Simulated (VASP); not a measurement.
# Os (Fm-3m) in VASP: single point with PBEsol

Aim: the single point of Os with PBEsol.

All numbers are computed with VASP 6.6.1; they aren't measurements. Logs are shortened: lines on timing, memory, paths and dates and some standing lists are left out, and cuts for length are marked.

## Step 1: The cell of the first run

It takes space group Fm-3m (No. 225, cubic). Conventional cell: a = 3.890 Å, b = 3.890 Å, c = 3.890 Å, α = 90.00°, β = 90.00°, γ = 90.00°. Within 3.6 Å of Os (site symmetry m-3m) lie 12 Os at 2.75 Å.

## Step 2: Single point, PBEsol

The input, INCAR:

```
PREC = Accurate ; ENCUT = 520
EDIFF = 1E-6 ; ISMEAR = -1
SIGMA = 0.05 ; LREAL = F
LASPH = T ; NELM = 60
ALGO = Normal ; ISIF = 2
LWAVE = F ; LCHARG = F
GGA = PS ; NBANDS = 10
```

The input, KPOINTS:

```
regular mesh
0
Gamma
  15 15 15
```

The input, POSCAR:

```
Os
1.0
    2.7506450000      0.0000000000      0.0000000000
    1.3753225000      2.3821284468      0.0000000000
    1.3753225000      0.7940428156      2.2458922378
Os
1
Direct
    0.0000000000      0.0000000000      0.0000000000
```

Potentials or basis: VASP PAW PBE potentials, release 64 (Os).

Run with:

```sh
$ cat potpaw_PBE.64/Os/POTCAR > POTCAR
$ mpirun -np 1 vasp_std > vasp.out
```

OUTCAR:

```text
PREC = Accurate
   ENCUT = 520
   EDIFF = 1E-6
   ISMEAR = -1
   LREAL = F
   LASPH = T
   NELM = 60
   ISIF = 2
   GGA = PS

 ion  position               nearest neighbor table
   1  0.000  0.000  0.000-

  LATTYP: Found a face centered cubic cell.
 ALAT       =     3.8899994643

  Lattice vectors:

 A1 = (   2.7506450000,   0.0000000000,   0.0000000000)
 A2 = (   1.3753225000,   2.3821284468,   0.0000000000)
 A3 = (   1.3753225000,   0.7940428156,   2.2458922378)

Analysis of symmetry for initial positions (statically):
=====================================================================
 Subroutine PRICEL returns:
 Original cell was already a primitive cell.

 Routine SETGRP: Setting up the symmetry group for a
 face centered cubic supercell.

 Subroutine GETGRP returns: Found 48 space group operations
 (whereof 48 operations were pure point group operations)
 out of a pool of 48 trial point group operations.

The static configuration has the point symmetry O_h .

Analysis of symmetry for dynamics (positions and initial velocities):
=====================================================================
 Subroutine PRICEL returns:
 Original cell was already a primitive cell.

 Routine SETGRP: Setting up the symmetry group for a
 face centered cubic supercell.

 Subroutine GETGRP returns: Found 48 space group operations
 (whereof 48 operations were pure point group operations)
 out of a pool of 48 trial point group operations.

The dynamic configuration has the point symmetry O_h .

 Subroutine INISYM returns: Found 48 space group operations
 (whereof 48 operations are pure point group operations),
 and found     1 'primitive' translations

----------------------------------------------------------------------------------------

                                     Primitive cell

  volume of cell :      14.7160

  direct lattice vectors                    reciprocal lattice vectors
     2.750645000  0.000000000  0.000000000     0.363551094 -0.209896322 -0.148419113
     1.375322500  2.382128447  0.000000000     0.000000000  0.419792644 -0.148419113
     1.375322500  0.794042816  2.245892238     0.000000000  0.000000000  0.445257338

  length of vectors
     2.750645000  2.750645000  2.750645000     0.445257338  0.445257338  0.445257338

  position of ions in fractional coordinates (direct lattice)
     0.000000000  0.000000000  0.000000000

  ion indices of the primitive-cell ions
   primitive index   ion index
                 1           1

----------------------------------------------------------------------------------------

 KPOINTS: regular mesh

Automatic generation of k-mesh.
 Grid dimensions read from file:
 generate k-points for:   15   15   15

 Generating k-lattice:

  Cartesian coordinates                     Fractional coordinates (reciprocal lattice)
     0.024236740 -0.013993088 -0.009894608     0.066666667  0.000000000 -0.000000000
     0.000000000  0.027986176 -0.009894608     0.000000000  0.066666667 -0.000000000
     0.000000000  0.000000000  0.029683823     0.000000000  0.000000000  0.066666667

  Length of vectors
     0.029683823  0.029683823  0.029683823

  Shift w.r.t. Gamma in fractional coordinates (k-lattice)
     0.000000000  0.000000000  0.000000000

 Subroutine IBZKPT returns following result:
 ===========================================

 Found    120 irreducible k-points:

 Following reciprocal coordinates:
            Coordinates               Weight
  0.000000  0.000000  0.000000      1.000000
  0.066667  0.000000  0.000000      8.000000
  0.133333  0.000000  0.000000      8.000000
  0.200000  0.000000  0.000000      8.000000
  0.266667  0.000000  0.000000      8.000000
  0.333333  0.000000  0.000000      8.000000
[... 16 lines left out ...]
  0.133333  0.133333  0.000000      6.000000
  0.200000  0.133333  0.000000     24.000000
 [... further k-points ...]
   k-points           NKPTS =    120   k-points in BZ     NKDIM =    120   number of bands    NBANDS=     10
   number of dos      NEDOS =    301   number of ions     NIONS =      1
   total plane-waves  NPLWV =   8000
   dimension x,y,z NGX =    20 NGY =   20 NGZ =   20
   dimension x,y,z NGXF=    40 NGYF=   40 NGZF=   40
   ions per type =               1
   NGX,Y,Z   is equivalent  to a cutoff of  12.09, 12.09, 12.09 a.u.
   NGXF,Y,Z  is equivalent  to a cutoff of  24.18, 24.18, 24.18 a.u.
 SYSTEM =  unknown system
   PREC   = accura    normal or accurate (medium, high low for compatibility)
   ISTART =      0    job   : 0-new  1-cont  2-samecut
   ICHARG =      2    charge: 1-file 2-atom 10-const
   ISPIN  =      1    spin polarized calculation?
   LNONCOLLINEAR =      F non collinear calculations
   LSORBIT =      F    spin-orbit coupling
   LASPH  =      T    aspherical Exc in radial PAW
   ENCUT  =  520.0 eV  38.22 Ry    6.18 a.u.   5.11  5.11  5.11*2*pi/ulx,y,z
   NELM   =     60;   NELMIN=  2; NELMDL= -5     # of ELM steps
   EDIFF  = 0.1E-05   stopping-criterion for ELM
   LREAL  =      F    real-space projection
   EDIFFG = 0.1E-04   stopping-criterion for IOM
   NSW    =      0    number of steps for IOM
   IBRION =     -1    ionic relax: 0-MD 1-quasi-New 2-CG
   NFREE  =      0    steps in history (QN), initial steepest desc. (CG)
   ISIF   =      2    stress and relaxation
   ISYM   =      2    0-nonsym 1-usesym 2-fastsym
   POTIM  = 0.5000    time-step for ionic-motion
   TEBEG  =    0.0;   TEEND  =   0.0 temperature during run
   PSTRESS=    0.0 pullay stress
   NELECT =       8.0000    total number of electrons
   NUPDOWN=      -1.0000    fix difference up-down
   EMIN   =  10.00;   EMAX   =-10.00  energy-range for DOS
   EFERMI =   0.00;   METHOD = LEGACY
   ISMEAR =    -1;   SIGMA  =   0.05  broadening in eV -4-tet -1-fermi 0-gaus
   EFERMI_NEDOS =   21; number of points for ismear=-14 and -15
   IALGO  =     38    algorithm
   IMIX   =      4    mixing-type and parameters
     AMIX     =   0.40;   BMIX     =  1.00
     AMIX_MAG =   1.60;   BMIX_MAG =  1.00
  volume/ion in A,a.u.               =      14.72        99.31
  Fermi-wavevector in a.u.,A,eV,Ry     =   1.336109  2.524880 24.288954  1.785188
  Thomas-Fermi vector in A             =   2.464761
   LORBIT       =      0    0 simple, 1 ext, 2 COOP (PROOUT), +10 PAW based schemes
   GGA     = PS    functional components
   LHFCALC =     F    Hartree Fock is set to
   AEXX    =    0.0000 exact exchange contribution
   IVDW    =     0    specifies the selected vdW correction
   LEPSILON=     F    determine dielectric tensor
   LRPA    =     F    only Hartree local field effects (RPA)
 non-spin polarized calculation
  energy-cutoff  :      520.00
  volume of cell :       14.72
 maximum number of plane-waves:       411
   NGX = 11   NGY = 11   NGZ = 11

 number of electron       8.0000000 magnetization

 Free energy of the ion-electron system (eV)
  ---------------------------------------------------
  ext. energy  EPLUGINS =         0.00000000
  ---------------------------------------------------
  free energy    TOTEN  =       -12.06260552 eV

  energy without entropy =      -12.05764844  energy(sigma->0) =      -12.06012698

 E-fermi :   8.4268     XC(G=0): -13.8640

 val. band max:        8.4232271813   @ k =  -0.3333   0.4000   0.0667
 cond. band min:       8.4443517398   @ k =  -0.4000   0.3333  -0.0000
 fundamental gap:      0.0211245584
 Fermi energy:         8.4268058753

 k-point     1 :       0.0000    0.0000    0.0000
  band No.  band energies     occupation
      1      -1.9837      2.00000
      2       5.6424      2.00000
      3       5.6424      2.00000
      4       5.6424      2.00000
      5       8.4780      0.52871
      6       8.4780      0.52871
      7      22.7341      0.00000
      8      28.2341      0.00000
      9      28.2341      0.00000
     10      28.2341      0.00000

 k-point     2 :       0.0667    0.0000    0.0000
  band No.  band energies     occupation
      1      -1.7867      2.00000
      2       5.5259      2.00000
      3       5.7309      2.00000
      4       5.7309      2.00000
      5       8.4162      1.10518
      6       8.4162      1.10518
      7      23.0952      0.00000
      8      27.2294      0.00000
      9      28.5780      0.00000
     10      28.5780      0.00000

 k-point     3 :       0.1333    0.0000    0.0000
  band No.  band energies     occupation
      1      -1.2258      2.00000
      2       5.2466      2.00000
      3       5.9449      2.00000
      4       5.9449      2.00000
      5       8.3049      1.83944
      6       8.3049      1.83944
      7      24.0270      0.00000
      8      25.5197      0.00000
      9      29.5670      0.00000
     10      29.5670      0.00000

 k-point     4 :       0.2000    0.0000    0.0000
  band No.  band energies     occupation
      1      -0.4082      2.00000
      2       4.9943      2.00000
      3       6.1119      2.00000
      4       6.1119      2.00000
      5       8.3620      1.57005
      6       8.3620      1.57005
      7      23.6130      0.00000
      8      25.3498      0.00000
      9      31.0755      0.00000
     10      31.0755      0.00000
[... 222 lines left out ...]
 k-point    22 :      -0.0667    0.0667   -0.0000
  band No.  band energies     occupation
      1      -1.4669      2.00000
      2       5.3217      2.00000
      3       5.8561      2.00000
      4       5.9091      2.00000
      5       8.1584      1.99071
      6       8.5088      0.32516
      7      23.6644      0.00000
      8      26.3844      0.00000
      9      28.4830      0.00000
     10      29.4425      0.00000

 k-point    23 :       0.1333    0.1333    0.0000
  band No.  band energies     occupation
      1      -0.9671      2.00000
      2       4.8566      2.00000
      3       6.2527      2.00000
      4       6.2527      2.00000
      5       7.5522      2.00000
      6       8.7976      0.00120
      7      24.5801      0.00000
      8      26.6424      0.00000
      9      28.5709      0.00000
     10      28.5709      0.00000

 k-point    24 :       0.2000    0.1333    0.0000
  band No.  band energies     occupation
      1      -0.3377      2.00000
      2       4.5160      2.00000
      3       6.4401      2.00000
      4       6.5520      2.00000
      5       7.3536      2.00000
      6       8.9687      0.00004
      7      25.5128      0.00000
      8      25.7135      0.00000
      9      28.7754      0.00000
     10      29.2988      0.00000

 [... further k-points ...]

------------------------ aborting loop because EDIFF is reached ----------------------------------------

  FORCE on cell =-STRESS in cart. coord.  units (eV):
  Direction    XX          YY          ZZ          XY          YZ          ZX
  --------------------------------------------------------------------------------------
  -------------------------------------------------------------------------------------
  Total       -1.8713895     -1.8713895     -1.8713895      0.0000000     -0.0000000     -0.0000000
  in kB     -203.7446102   -203.7446102   -203.7446102      0.0000000     -0.0000000     -0.0000000
  external PRESSURE =    -203.7446102 kB  Pullay stress =       0.0000000 kB

 VOLUME and BASIS-vectors are now :
 -----------------------------------------------------------------------------
  energy-cutoff  :      520.00
  volume of cell :       14.72
      direct lattice vectors                 reciprocal lattice vectors
     2.750645000  0.000000000  0.000000000     0.363551094 -0.209896322 -0.148419113
     1.375322500  2.382128447  0.000000000     0.000000000  0.419792644 -0.148419113
     1.375322500  0.794042816  2.245892238     0.000000000  0.000000000  0.445257338

 POSITION                                       TOTAL-FORCE (eV/Angst)
 -----------------------------------------------------------------------------------
      0.00000      0.00000      0.00000         0.000000     -0.000000      0.000000
 -----------------------------------------------------------------------------------
    total drift:                               -0.000000      0.000000      0.000000

  FREE ENERGIE OF THE ION-ELECTRON SYSTEM (eV)
  ---------------------------------------------------
  free  energy   TOTEN  =       -12.0626055222 eV

  energy  without entropy=      -12.0576484415  energy(sigma->0) =      -12.06012698
```

Run time: 19 s. Hardware: 1 thread of Intel Xeon 8259CL, shared host; peak memory 0.14 GiB.

Results:

```yaml
Free_energy: -12.0626 eV
Pressure: -20.4 GPa
Band_gap_on_the_k_mesh: zero (band 4 reaches 10.65 eV, above the bottom of band 5 at 7.00 eV)
```

Levels at points of the mesh, in eV from the Fermi level:
```
           k point  band 1  band 2  band 3  band 4  band 5  band 6  band 7  band 8
(0.00, 0.00, 0.00)  -10.41   -2.78   -2.78   -2.78    0.05    0.05   14.31   19.81
```

Caveat: the PAW data sets were made with another functional, which shifts forces and pressure a little; spin-orbit coupling is left out, which moves the levels of the heavy elements.
